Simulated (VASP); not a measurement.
A run of VASP 6.6.1:

Contents of INCAR:

```
SYSTEM = CoTePb2O6
PREC = Accurate ; ENCUT = 520
EDIFF = 1E-6 ; ISMEAR = -1
SIGMA = 0.0126 ; LREAL = .FALSE.
LASPH = .TRUE. ; NELM = 80
ALGO = Normal ; ISIF = 2
LWAVE = .FALSE. ; LCHARG = .FALSE.
GGA = PS ; NBANDS = 50
```

The input KPOINTS:

```
regular mesh
0
G
  5 5 5
  0 0 0
```

File POSCAR:

```
CoTePb2O6
1.0
   -2.8068710000      2.8068710000      3.9683230000
    2.8068710000     -2.8068710000      3.9683230000
    2.8068710000      2.8068710000     -3.9683230000
Pb Co Te O
2 1 1 6
Direct
    0.2500000000      0.7500000000      0.5000000000
    0.7500000000      0.2500000000      0.5000000000
    0.0000000000      0.0000000000      0.0000000000
    0.5000000000      0.5000000000      0.0000000000
    0.2614500000      0.2614500000      0.5229000000
    0.2614500000      0.7385500000      0.0000000000
    0.7385500000      0.7385500000      0.4771000000
    0.7385500000      0.2614500000      0.0000000000
    0.2596000000      0.2596000000      0.0000000000
    0.7404000000      0.7404000000      0.0000000000
```

Potentials or basis: VASP PAW PBE potentials, release 64 (Pb_d, Co, Te, O).

Command:

```console
$ cat potpaw_PBE.64/Pb_d/POTCAR potpaw_PBE.64/Co/POTCAR potpaw_PBE.64/Te/POTCAR potpaw_PBE.64/O/POTCAR > POTCAR
$ mpirun -np 1 vasp_std > vasp.out
```

Hardware: 1 thread of Oxide Virtual Turin-like Processor (shared host).

How long does it take, and how much memory?

Wall time 3.5 min on 1 thread of Oxide Virtual Turin-like Processor, with other jobs on the host, peak memory 0.28 GiB. Counts: scf iterations 16, k points 18.
